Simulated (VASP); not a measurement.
# SiW2 in VASP: notebook

SiW2 is run at these levels: PBE; tasks: single point.

All numbers are computed with VASP 6.6.1; they aren't measurements. Logs are shortened: lines on timing, memory, paths and dates and some standing lists are left out, and cuts for length are marked.

### Step 1. The cell of the first run

The structure is monoclinic, space group P2_1/m (No. 11). The conventional cell has a = 2.760 Å, b = 4.182 Å, c = 8.045 Å, α = 90.00°, β = 97.25°, γ = 90.00°. Si (site symmetry m) has 11 W at 2.61 to 3.54 Å and 2 Si at 2.76 Å within 3.6 Å. Within 3.6 Å of W (site symmetry m) lie 6 Si at 2.61 to 3.54 Å and 8 W at 2.62 to 3.05 Å. Within 3.5 Å of W (site symmetry m) lie 5 Si at 2.66 to 2.73 Å and 8 W at 2.76 to 3.05 Å.

### Step 2. Single point, PBE

File INCAR:

```
SYSTEM = SiW2
PREC = Accurate
ENCUT = 520
EDIFF = 1E-6
ISMEAR = 0
SIGMA = 0.1
LREAL = .FALSE.
LASPH = .TRUE.
NELM = 100
ALGO = Fast
ISIF = 2
LWAVE = .FALSE.
LCHARG = .FALSE.
GGA = PE
NBANDS = 41
```

File KPOINTS:

```
regular mesh
0
G
  6 4 2
  0 0 0
```

File POSCAR:

```
SiW2
1.0
    2.7602773812      0.0000000000      0.0000000000
    0.0000000000      4.1824653865      0.0000000000
   -1.0154580136      0.0000000000      7.9809053857
Si W
2 4
Direct
    0.1403163812      0.7500000000      0.7695510302
    0.8596836188      0.2500000000      0.2304489698
    0.1990024718      0.2500000000      0.5795187588
    0.2942267269      0.7500000000      0.1024221153
    0.8009975282      0.7500000000      0.4204812412
    0.7057732731      0.2500000000      0.8975778847
```

Potentials or basis: VASP PAW PBE potentials, release 64 (Si, W_sv).

The run is started by

```
> cat potpaw_PBE.64/Si/POTCAR potpaw_PBE.64/W_sv/POTCAR > POTCAR
> mpirun -np 1 vasp_std > vasp.out
```

OUTCAR:

```text
SYSTEM = SiW2
   PREC = Accurate
   ENCUT = 520
   EDIFF = 1E-6
   ISMEAR = 0
   LREAL = .FALSE.
   LASPH = .TRUE.
   NELM = 100
   ISIF = 2
   GGA = PE

 ion  position               nearest neighbor table
   1  0.140  0.750  0.770-   3 2.61   3 2.61   4 2.66   6 2.68   6 2.68   6 2.73   6 2.73   5 2.85

   2  0.860  0.250  0.230-   5 2.61   5 2.61   6 2.66   4 2.68   4 2.68   4 2.73   4 2.73   3 2.85

   3  0.199  0.250  0.580-   1 2.61   1 2.61   5 2.62   5 2.62   6 2.76   2 2.85   6 3.05   5 3.05
                             5 3.05
   4  0.294  0.750  0.102-   1 2.66   2 2.68   2 2.68   2 2.73   2 2.73   5 2.76   6 2.98   6 2.98
                             6 3.01   6 3.01   5 3.05
   5  0.801  0.750  0.420-   2 2.61   2 2.61   3 2.62   3 2.62   4 2.76   1 2.85   4 3.05   3 3.05
                             3 3.05
   6  0.706  0.250  0.898-   2 2.66   1 2.68   1 2.68   1 2.73   1 2.73   3 2.76   4 2.98   4 2.98
                             4 3.01   4 3.01   3 3.05

  LATTYP: Found a simple monoclinic cell.
 ALAT       =     2.7602773812
 B/A-ratio  =     1.5152337280
 C/A-ratio  =     2.9146517870
 COS(beta)  =    -0.1262183700

  Lattice vectors:

 A1 = (   2.7602773812,   0.0000000000,   0.0000000000)
 A2 = (   0.0000000000,   4.1824653865,   0.0000000000)
 A3 = (  -1.0154580136,   0.0000000000,   7.9809053857)

Analysis of symmetry for initial positions (statically):
=====================================================================
 Subroutine PRICEL returns:
 Original cell was already a primitive cell.

 Routine SETGRP: Setting up the symmetry group for a
 simple monoclinic supercell.

 Subroutine GETGRP returns: Found  4 space group operations
 (whereof  2 operations were pure point group operations)
 out of a pool of  4 trial point group operations.

The static configuration has the point symmetry S_2 .
 The point group associated with its full space group is C_2h.

Analysis of symmetry for dynamics (positions and initial velocities):
=====================================================================
 Subroutine PRICEL returns:
 Original cell was already a primitive cell.

 Routine SETGRP: Setting up the symmetry group for a
 simple monoclinic supercell.

 Subroutine GETGRP returns: Found  4 space group operations
 (whereof  2 operations were pure point group operations)
 out of a pool of  4 trial point group operations.

The dynamic configuration has the point symmetry S_2 .
 The point group associated with its full space group is C_2h.

 Subroutine INISYM returns: Found  4 space group operations
 (whereof  2 operations are pure point group operations),
 and found     1 'primitive' translations

----------------------------------------------------------------------------------------

                                     Primitive cell

  volume of cell :      92.1377

  direct lattice vectors                    reciprocal lattice vectors
     2.760277381  0.000000000  0.000000000     0.362282431  0.000000000  0.046095346
     0.000000000  4.182465386  0.000000000     0.000000000  0.239093431  0.000000000
    -1.015458014  0.000000000  7.980905386     0.000000000  0.000000000  0.125299067

  length of vectors
     2.760277381  4.182465386  8.045247402     0.365203150  0.239093431  0.125299067

  position of ions in fractional coordinates (direct lattice)
     0.140316381  0.750000000  0.769551030
     0.859683619  0.250000000  0.230448970
     0.199002472  0.250000000  0.579518759
     0.294226727  0.750000000  0.102422115
     0.800997528  0.750000000  0.420481241
     0.705773273  0.250000000  0.897577885

  ion indices of the primitive-cell ions
   primitive index   ion index
                 1           1
                 2           2
                 3           3
                 4           4
                 5           5
                 6           6

----------------------------------------------------------------------------------------

 KPOINTS: regular mesh

Automatic generation of k-mesh.
 Grid dimensions read from file:
 generate k-points for:    6    4    2

 Generating k-lattice:

  Cartesian coordinates                     Fractional coordinates (reciprocal lattice)
     0.060380405  0.000000000  0.007682558     0.166666667  0.000000000  0.000000000
     0.000000000  0.059773358  0.000000000     0.000000000  0.250000000  0.000000000
     0.000000000  0.000000000  0.062649534     0.000000000  0.000000000  0.500000000

  Length of vectors
     0.060867192  0.059773358  0.062649534

  Shift w.r.t. Gamma in fractional coordinates (k-lattice)
     0.000000000  0.000000000  0.000000000

 Subroutine IBZKPT returns following result:
 ===========================================

 Found     24 irreducible k-points:

 Following reciprocal coordinates:
            Coordinates               Weight
  0.000000  0.000000  0.000000      1.000000
  0.166667  0.000000 -0.000000      2.000000
  0.333333  0.000000  0.000000      2.000000
  0.500000  0.000000 -0.000000      1.000000
  0.000000  0.250000  0.000000      2.000000
  0.166667  0.250000 -0.000000      4.000000
[... 16 lines left out ...]
  0.333333  0.500000  0.500000      2.000000
  0.500000  0.500000  0.500000      1.000000
   k-points           NKPTS =     24   k-points in BZ     NKDIM =     24   number of bands    NBANDS=     41
   number of dos      NEDOS =    301   number of ions     NIONS =      6
   total plane-waves  NPLWV =  46080
   dimension x,y,z NGX =    24 NGY =   32 NGZ =   60
   dimension x,y,z NGXF=    48 NGYF=   64 NGZF=  120
   ions per type =               2   4
   NGX,Y,Z   is equivalent  to a cutoff of  14.45, 12.72, 12.40 a.u.
   NGXF,Y,Z  is equivalent  to a cutoff of  28.91, 25.44, 24.80 a.u.
 SYSTEM =  SiW2
   PREC   = accura    normal or accurate (medium, high low for compatibility)
   ISTART =      0    job   : 0-new  1-cont  2-samecut
   ICHARG =      2    charge: 1-file 2-atom 10-const
   ISPIN  =      1    spin polarized calculation?
   LNONCOLLINEAR =      F non collinear calculations
   LSORBIT =      F    spin-orbit coupling
   LASPH  =      T    aspherical Exc in radial PAW
   ENCUT  =  520.0 eV  38.22 Ry    6.18 a.u.   5.13  7.78 14.96*2*pi/ulx,y,z
   NELM   =    100;   NELMIN=  2; NELMDL= -5     # of ELM steps
   EDIFF  = 0.1E-05   stopping-criterion for ELM
   LREAL  =      F    real-space projection
   EDIFFG = 0.1E-04   stopping-criterion for IOM
   NSW    =      0    number of steps for IOM
   IBRION =     -1    ionic relax: 0-MD 1-quasi-New 2-CG
   NFREE  =      0    steps in history (QN), initial steepest desc. (CG)
   ISIF   =      2    stress and relaxation
   ISYM   =      2    0-nonsym 1-usesym 2-fastsym
   POTIM  = 0.5000    time-step for ionic-motion
   TEBEG  =    0.0;   TEEND  =   0.0 temperature during run
   PSTRESS=    0.0 pullay stress
   NELECT =      64.0000    total number of electrons
   NUPDOWN=      -1.0000    fix difference up-down
   EMIN   =  10.00;   EMAX   =-10.00  energy-range for DOS
   EFERMI =   0.00;   METHOD = LEGACY
   ISMEAR =     0;   SIGMA  =   0.10  broadening in eV -4-tet -1-fermi 0-gaus
   EFERMI_NEDOS =   21; number of points for ismear=-14 and -15
   IALGO  =     68    algorithm
   IMIX   =      4    mixing-type and parameters
     AMIX     =   0.40;   BMIX     =  1.00
     AMIX_MAG =   1.60;   BMIX_MAG =  1.00
  volume/ion in A,a.u.               =      15.36       103.63
  Fermi-wavevector in a.u.,A,eV,Ry     =   1.449848  2.739815 28.600243  2.102059
  Thomas-Fermi vector in A             =   2.567527
   LORBIT       =      0    0 simple, 1 ext, 2 COOP (PROOUT), +10 PAW based schemes
   GGA     = PE    functional components
   LHFCALC =     F    Hartree Fock is set to
   AEXX    =    0.0000 exact exchange contribution
   IVDW    =     0    specifies the selected vdW correction
   LEPSILON=     F    determine dielectric tensor
   LRPA    =     F    only Hartree local field effects (RPA)
 non-spin polarized calculation
 RMM-DIIS sequential band-by-band and
 Gauss-broadening in eV      SIGMA  =   0.10
  energy-cutoff  :      520.00
  volume of cell :       92.14
 maximum number of plane-waves:      2504
 NGX is ok and might be reduce to    24
   NGX = 11   NGY = 15   NGZ = 29

 number of electron      64.0000009 magnetization

 Free energy of the ion-electron system (eV)
  ---------------------------------------------------
  ext. energy  EPLUGINS =         0.00000000
  ---------------------------------------------------
  free energy    TOTEN  =       -62.00203122 eV

  energy without entropy =      -61.97526056  energy(sigma->0) =      -61.98864589

 E-fermi :  10.7713     XC(G=0): -12.8606

 val. band max:       10.7665239831   @ k =   0.1667   0.5000   0.5000
 cond. band min:      10.7941920885   @ k =   0.3333   0.5000   0.0000
 fundamental gap:      0.0276681053
 Fermi energy:        10.7712670570

 k-point     1 :       0.0000    0.0000    0.0000
  band No.  band energies     occupation
      1     -63.1936      2.00000
      2     -63.1554      2.00000
      3     -62.9164      2.00000
      4     -62.8009      2.00000
      5     -27.6330      2.00000
      6     -27.6284      2.00000
[... 33 lines left out ...]
     40      14.6212      0.00000
     41      14.7373      0.00000

 k-point     2 :       0.1667    0.0000   -0.0000
  band No.  band energies     occupation
      1     -63.1774      2.00000
      2     -63.1444      2.00000
      3     -62.9000      2.00000
      4     -62.7909      2.00000
      5     -27.5780      2.00000
      6     -27.5765      2.00000
[... 33 lines left out ...]
     40      13.9633      0.00000
     41      14.7572      0.00000

 k-point     3 :       0.3333    0.0000    0.0000
  band No.  band energies     occupation
      1     -63.1432      2.00000
      2     -63.1241      2.00000
      3     -62.8664      2.00000
      4     -62.7715      2.00000
      5     -27.7090      2.00000
      6     -27.6566      2.00000
[... 33 lines left out ...]
     40      13.8962      0.00000
     41      14.8270      0.00000

 k-point     4 :       0.5000    0.0000   -0.0000
  band No.  band energies     occupation
      1     -63.1213      2.00000
      2     -63.1186      2.00000
      3     -62.8492      2.00000
      4     -62.7622      2.00000
      5     -27.8731      2.00000
      6     -27.8664      2.00000
[... 825 lines left out ...]
     40      13.3944      0.00000
     41      15.0993      0.00000

 k-point    23 :       0.3333    0.5000    0.5000
  band No.  band energies     occupation
      1     -63.1335      2.00000
      2     -63.1335      2.00000
      3     -62.8190      2.00000
      4     -62.8190      2.00000
      5     -27.6973      2.00000
      6     -27.6973      2.00000
[... 33 lines left out ...]
     40      13.6634      0.00000
     41      15.2026      0.00000

 k-point    24 :       0.5000    0.5000    0.5000
  band No.  band energies     occupation
      1     -63.1198      2.00000
      2     -63.1198      2.00000
      3     -62.8057      2.00000
      4     -62.8057      2.00000
      5     -27.8749      2.00000
      6     -27.8749      2.00000
[... 33 lines left out ...]
     40      14.5037      0.00000
     41      16.1676      0.00000

------------------------ aborting loop because EDIFF is reached ----------------------------------------

  FORCE on cell =-STRESS in cart. coord.  units (eV):
  Direction    XX          YY          ZZ          XY          YZ          ZX
  --------------------------------------------------------------------------------------
  -------------------------------------------------------------------------------------
  Total       -0.5006327      0.3267199      0.4889568      0.0000000      0.0000000     -0.2044087
  in kB       -8.7054765      5.6813149      8.5024454      0.0000000      0.0000000     -3.5544518
  external PRESSURE =       1.8260946 kB  Pullay stress =       0.0000000 kB

 VOLUME and BASIS-vectors are now :
 -----------------------------------------------------------------------------
  energy-cutoff  :      520.00
  volume of cell :       92.14
      direct lattice vectors                 reciprocal lattice vectors
     2.760277381  0.000000000  0.000000000     0.362282431  0.000000000  0.046095346
     0.000000000  4.182465386  0.000000000     0.000000000  0.239093431  0.000000000
    -1.015458014  0.000000000  7.980905386     0.000000000  0.000000000  0.125299067

 POSITION                                       TOTAL-FORCE (eV/Angst)
 -----------------------------------------------------------------------------------
     -0.39413      3.13685      6.14171         0.015963     -0.000000      0.071259
      2.13895      1.04562      1.83919        -0.015963      0.000000     -0.071259
     -0.03917      1.04562      4.62508        -0.167813     -0.000000      0.001368
      0.70814      3.13685      0.81742        -0.115788      0.000000      0.050681
      1.78399      3.13685      3.35582         0.167813      0.000000     -0.001368
      1.03668      1.04562      7.16348         0.115788      0.000000     -0.050681
 -----------------------------------------------------------------------------------
    total drift:                               -0.000000     -0.000000      0.000000

  FREE ENERGIE OF THE ION-ELECTRON SYSTEM (eV)
  ---------------------------------------------------
  free  energy   TOTEN  =       -62.0020312157 eV

  energy  without entropy=      -61.9752605638  energy(sigma->0) =      -61.98864589
```

Wall time 45 s (1 thread of Intel Xeon 6975P-C (Granite Rapids), shared host); peak memory 0.23 GiB.

Results:

```
Free energy            : -62.0020 eV
Pressure               : 0.2 GPa
Largest force          : 0.168 eV/Å
Band gap on the k mesh : zero (bands 32 and 33 overlap by 1.31 eV)
```

Forces on the atoms (eV/Å):
```
Si   0.016  0.000  0.071
Si  -0.016  0.000 -0.071
W   -0.168  0.000  0.001
W   -0.116  0.000  0.051
W    0.168  0.000 -0.001
W    0.116  0.000 -0.051
```

Caveat: the k points lie up to 0.39 Å⁻¹ apart, too coarse for converged energies and pressures of a metal; spin-orbit coupling is left out, which moves the levels of the heavy elements.

### Step 3. Single point, PBE

File INCAR:

```
SYSTEM = SiW2
ALGO     = Fast           ! electronic algorithm
EDIFF    = 1E-7           ! SCF threshold, eV
ENCUT    = 520            ! plane-wave cutoff, eV
GGA      = PE             ! functional
ISIF     = 2              ! what is computed and relaxed
ISMEAR   = 0              ! smearing method
LASPH    = .TRUE.         ! aspherical terms in the spheres
LCHARG   = .TRUE.         ! write CHGCAR
LELF     = .TRUE.         ! ELF
LREAL    = .FALSE.        ! projectors in reciprocal space
LVHAR    = .TRUE.       
LWAVE    = .FALSE.        ! write WAVECAR
NBANDS   = 41             ! bands
NELM     = 100            ! most SCF steps
PREC     = Accurate       ! precision mode
SIGMA    = 0.2            ! smearing width, eV
```

File KPOINTS:

```
k-points
0
G
  8 6 4
  0 0 0
```

File POSCAR:

```
SiW2
1.0
    0.1489773048      0.0868348343     -2.7548859677
    2.0931455497     -3.6210158070     -0.0017154122
   -6.9516056369     -4.0169713579      0.5149038069
Si W
2 4
Direct
    0.1403449277      0.0000564361      1.0195542963
    0.8597121653      0.4999423471      0.4804522359
    0.1990310183      0.5000244274      0.8295220249
    0.2942552735      0.9999685220      0.3524253814
    0.8008392098      0.9999779125      0.6704773529
    0.7058174054      0.5000303548      0.1475687086
```

Potentials or basis: VASP PAW PBE potentials, release 64 (Si, W_sv).

The run is started by

```
> cat potpaw_PBE.64/Si/POTCAR potpaw_PBE.64/W_sv/POTCAR > POTCAR
> mpirun -np 1 vasp_std > vasp.out
```

It took 3.5 min on 1 thread of Intel Xeon 6975P-C (Granite Rapids), shared host; peak memory 0.39 GiB.

The run converged. Its results:

- Free energy: -61.9904 eV
- Pressure: 0.3 GPa
- Largest force: 0.013 eV/Å
- Band gap on the k mesh: zero (bands 32 and 33 overlap by 1.45 eV)

Forces on the atoms (eV/Å):
```
Si  -0.001  0.000  0.003
Si   0.002  0.001 -0.003
W   -0.010 -0.005 -0.007
W    0.002  0.001  0.005
W    0.011  0.005  0.007
W   -0.003 -0.001 -0.004
```

Levels at points of the mesh, in eV from the Fermi level:
| k point | band 30 | band 31 | band 32 | band 33 | band 34 | band 35 |
| --- | --- | --- | --- | --- | --- | --- |
| (0.00, 0.00, 0.00) | -0.63 | 0.28 | 0.93 | 1.04 | 1.29 | 1.62 |
| (0.50, 0.00, 0.00) | -0.92 | -0.85 | -0.26 | -0.19 | 1.27 | 1.69 |
| (0.00, 0.50, 0.00) | -1.45 | -0.65 | -0.65 | 0.50 | 0.50 | 1.75 |
| (0.50, 0.50, 0.00) | -1.82 | -0.52 | -0.52 | -0.20 | -0.20 | 1.55 |
| (0.00, 0.00, 0.50) | -0.85 | 0.90 | 1.11 | 1.21 | 1.48 | 1.54 |
| (0.50, 0.00, 0.50) | -1.81 | -1.36 | 0.17 | 0.47 | 0.95 | 1.20 |
| (0.00, 0.50, 0.50) | -1.18 | 0.25 | 0.25 | 0.42 | 0.42 | 1.33 |
| (0.50, 0.50, 0.50) | -1.56 | -0.78 | -0.78 | -0.16 | -0.16 | 1.40 |

Caveat: spin-orbit coupling is left out, which moves the levels of the heavy elements.
